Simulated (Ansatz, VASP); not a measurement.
# HRh6 in VASP and in Ansatz

File INCAR:

```
SYSTEM = HRh6
  ALGO = Normal
  DIPOL = 0.5 0.5 0.295
  EDIFF = 1E-6
  ENCUT = 520
  GGA = PE
  IDIPOL = 3
  ISIF = 2
  ISMEAR = 0
  LASPH = .TRUE.
  LCHARG = .FALSE.
  LDIPOL = .TRUE.
  LREAL = .FALSE.
  LWAVE = .FALSE.
  NBANDS = 104
  NELM = 100
  PREC = Accurate
  SIGMA = 0.1
```

The input KPOINTS:

```
k-points
0
G
  5 5 1
  0 0 0
```

POSCAR

```
HRh6
1.0
    5.4163401145      0.0000000000      0.0000000000
    0.0000000000      5.4163401145      0.0000000000
    0.0000000000      0.0000000000     21.6737367085
Rh H
12 2
Direct
    0.2500000000      0.2500000000      0.1845551625
    0.2500000000      0.7500000000      0.1845551625
    0.7500000000      0.2500000000      0.1845551625
    0.7500000000      0.7500000000      0.1845551625
    0.0000000000      0.0000000000      0.2693761947
    0.0000000000      0.5000000000      0.2693761947
    0.5000000000      0.0000000000      0.2693761947
    0.5000000000      0.5000000000      0.2693761947
    0.2500000000      0.2500000000      0.3540569313
    0.2500000000      0.7500000000      0.3540569313
    0.7500000000      0.2500000000      0.3540569313
    0.7500000000      0.7500000000      0.3540569313
    0.3619916800      0.5000000000      0.4486414521
    0.6380083200      0.5000000000      0.4486414521
```

Input for Ansatz:

```yaml
crystal:
  lattice:
    - [5.4163401145, 0.0, 0.0]
    - [0.0, 5.4163401145, 0.0]
    - [0.0, 0.0, 21.6737367085]
  atoms:
    - { symbol: Rh, position: [0.25, 0.25, 0.1845551625] }
    - { symbol: Rh, position: [0.25, 0.75, 0.1845551625] }
    - { symbol: Rh, position: [0.75, 0.25, 0.1845551625] }
    - { symbol: Rh, position: [0.75, 0.75, 0.1845551625] }
    - { symbol: Rh, position: [0.0, 0.0, 0.2693761947] }
    - { symbol: Rh, position: [0.0, 0.5, 0.2693761947] }
    - { symbol: Rh, position: [0.5, 0.0, 0.2693761947] }
    - { symbol: Rh, position: [0.5, 0.5, 0.2693761947] }
    - { symbol: Rh, position: [0.25, 0.25, 0.3540569313] }
    - { symbol: Rh, position: [0.25, 0.75, 0.3540569313] }
    - { symbol: Rh, position: [0.75, 0.25, 0.3540569313] }
    - { symbol: Rh, position: [0.75, 0.75, 0.3540569313] }
    - { symbol: H, position: [0.36199168, 0.5, 0.4486414521] }
    - { symbol: H, position: [0.63800832, 0.5, 0.4486414521] }
basis:
  ecutwfc: 420
kpoints:
  mp_grid: { grid: [5, 5, 1] }
hamiltonian:
  xc: pbe
scf:
  occupations: { method: gaussian, width: 0.1 }
output:
  forces: true
  eigenvalues: true
efield:
  axis: 3
  dipole_correction: true
  ramp_width: 0.04
```

Alike in both runs: task single point; functional PBE; k mesh 5 × 5 × 1; occupations gaussian, width 0.1 eV; no spin polarisation.

|  | VASP | Ansatz |
| --- | --- | --- |
| version | VASP 6.6.1 | Ansatz 0.2.0 |
| potentials or method | VASP PAW PBE potentials, release 64 (Rh_pv, H), cutoff 520 eV | scalar-relativistic, plane waves, PAW |
| valence electrons in the cell | 182 | 206 |

Ansatz gave:

```
gap on the k mesh at the Fermi level (eV) : none
rms of the force components (eV/Å)        : 0.440
```

Problem. What did VASP give for the same quantities?

Solution. gap on the k mesh at the Fermi level (eV): none; rms of the force components (eV/Å): 0.441.

Atom by atom the forces differ by 0.002 eV/Å (rms over components). A gap of «none» marks a metal or a gap that the smearing closes. The functional is the same, so the differences come from potentials, cutoffs and numerics. VASP's potentials hold 182 valence electrons a cell and Ansatz's 206, so a difference there can come from the potentials and not from the codes.
